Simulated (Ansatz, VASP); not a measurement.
# Mg2Si: VASP beside Ansatz

INCAR

```
SYSTEM = Mg2Si
PREC = Accurate
ENCUT = 600
EDIFF = 1E-6
ISMEAR = -1
SIGMA = 0.02
LREAL = .FALSE.
LASPH = .TRUE.
NELM = 120
ALGO = Normal
ISIF = 2
LWAVE = .FALSE.
LCHARG = .TRUE.
GGA = PE
LELF = .TRUE.
LVHAR = .TRUE.
NBANDS = 11
GGA_COMPAT = .FALSE.
```

Contents of KPOINTS:

```
regular mesh
0
G
  8 8 8
  0 0 0
```

File POSCAR:

```
Mg2Si
1.0
   -0.0105632106      3.1583999762      3.1583999762
    3.1583999762     -0.0105632106      3.1583999762
    3.1583999762      3.1583999762     -0.0105632106
Si Mg
1 2
Direct
    0.0000000000      0.0000000000      0.0000000000
    0.2502380354      0.2502380354      0.2502380354
    0.7497619646      0.7497619646      0.7497619646
```

Input for Ansatz:

```yaml
crystal:
  lattice:
    - [-0.0105632106, 3.1583999762, 3.1583999762]
    - [3.1583999762, -0.0105632106, 3.1583999762]
    - [3.1583999762, 3.1583999762, -0.0105632106]
  atoms:
    - { symbol: Si, position: [0.0, 0.0, 0.0] }
    - { symbol: Mg, position: [0.2502380354, 0.2502380354, 0.2502380354] }
    - { symbol: Mg, position: [0.7497619646, 0.7497619646, 0.7497619646] }
kpoints:
  mp_grid: { grid: [8, 8, 8] }
  band_path:
    path:
      - [0.0, 0.0, 0.0]
      - [0.5, 0.0, 0.5]
      - [0.625, 0.25, 0.625]
      - [0.375, 0.375, 0.75]
      - [0.5, 0.5, 0.5]
      - [0.5, 0.25, 0.75]
      - [0.0, 0.5, 0.5]
    npoints: 1
hamiltonian:
  xc: pbe
scf:
  occupations: { method: fermi_dirac, width: 0.02 }
  n_extra_bands: 4
output:
  forces: true
  stress: true
  eigenvalues: true
```

Change from the starting cell: shear_111 strain -0.5%.

Alike in both runs: task single point; functional PBE; k mesh 8 × 8 × 8; occupations fermi-dirac, width 0.02 eV; no spin polarisation.

```csv
,VASP,Ansatz
version,VASP 6.6.1,Ansatz 0.2.0
potentials or method,"VASP PAW PBE potentials, release 64 (Si, Mg)","plane waves, PAW"
plane-wave cutoff (eV),600,420
valence electrons in the cell,8,24
```

Ansatz gave:

```
pressure (GPa)                                                : 1.0
traceless stress, the component that is largest in VASP (GPa) : 0.15
```

Q: Estimate VASP's values.

A: Pressure (GPa): 0.9; traceless stress, the component that is largest in VASP (GPa): 0.15.

The functional is the same, so the differences come from potentials, cutoffs and numerics. VASP's potentials hold 8 valence electrons a cell and Ansatz's 24, so a difference there can come from the potentials and not from the codes.
